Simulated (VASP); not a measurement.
GdO:

```
Gd O
1.0
     0.00000    2.66351    2.66351
     2.66351    0.00000    2.66351
     2.66351    2.66351    0.00000
Gd O
1 1
Direct
  0.00000 0.00000 0.00000
  0.75000 0.75000 0.75000
```

Base run:

- Program: VASP 6.6.1
- Functional: r2SCAN
- Potentials or basis: VASP PAW PBE potentials, release 64 (Gd, O)
- Cutoff: 520 eV
- k mesh: 9 × 9 × 9
- Occupations: fermi-dirac, width 0.05 eV
- Spin: collinear spin, ferromagnetic start
- Starting moments: [7.0, 0.0] μB

Its results: pressure 2.0 GPa; net moment 7.94 μB per cell; site moments Gd +6.99; O +0.03 μB.

Question: The run is repeated on the same cell with these changes: functional from r2SCAN to LDA. What comes out?

Answer: Pressure -3.8 GPa; net moment 6.85 μB per cell; site moments Gd +6.64; O -0.05 μB.

Caveats: the PAW data sets were made with another functional, which shifts forces and pressure a little; a cell with one magnetic atom can't hold antiferromagnetic order, which such compounds often take; the cell stands under tension (at least some runs).
